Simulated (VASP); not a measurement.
Write the native input for VASP 6.6.1 that does the following.

- Task: single point
- Functional: PBE
- Potentials or basis: VASP PAW PBE potentials, release 64 (Al, N)
- Cutoff: 520 eV
- k mesh: 6 × 6 × 1
- Occupations: gaussian, width 0.1 eV
- Spin: no spin polarisation
- Dipole correction: yes
- Further INCAR settings: ALGO = Normal; EDIFF = 1e-06; NBANDS = 36

The structure of Al6N lies in POSCAR:

```
Al6N
1.0
    5.7135165839      0.0000000000      0.0000000000
   -2.8567582919      4.9480505066      0.0000000000
    0.0000000000      0.0000000000     21.2013781942
Al N
12 2
Direct
    0.3333333333      0.1666666667      0.1886669802
    0.3333333333      0.6666666667      0.1886669802
    0.8333333333      0.1666666667      0.1886669802
    0.8333333333      0.6666666667      0.1886669802
    0.1666666667      0.3333333333      0.2971844467
    0.1666666667      0.8333333333      0.2971844467
    0.6666666667      0.3333333333      0.2971844467
    0.6666666667      0.8333333333      0.2971844467
    0.0000000000      0.0000000000      0.4056990124
    0.0000000000      0.5000000000      0.4056990124
    0.5000000000      0.0000000000      0.4056990124
    0.5000000000      0.5000000000      0.4056990124
    0.0833333333      0.3333333333      0.5972268682
    0.0833333333      0.3333333333      0.6492182121
```

One way to write it, as run:

INCAR

```
ALGO = Normal ; DIPOL = 0.5 0.5 0.344
EDIFF = 1E-6 ; ENCUT = 520
GGA = PE ; IDIPOL = 3
ISIF = 2 ; ISMEAR = 0
LASPH = True ; LCHARG = True
LDIPOL = True ; LELF = True
LREAL = False ; LVACPOTAV = True
LVHAR = True ; LWAVE = False
NBANDS = 36 ; NELM = 100
PREC = Accurate ; SIGMA = 0.1
```

KPOINTS

```
k-points
0
Gamma
  6 6 1
```

Potentials or basis: VASP PAW PBE potentials, release 64 (Al, N).

Command:

```console
$ cat potpaw_PBE.64/Al/POTCAR potpaw_PBE.64/N/POTCAR > POTCAR
$ mpirun -np 1 vasp_std > vasp.out
```

It gave:

| Item | Value |
| --- | --- |
| Largest force | 1.747 eV/Å |
| Band gap on the k mesh | zero (bands 23 and 24 overlap by 1.02 eV) |

Caveat: the standard files for N, O and F lose accuracy on very short bonds.

Run time: 28 min on 1 thread of Intel Xeon 8259CL, on a shared host, peak memory 0.79 GiB.
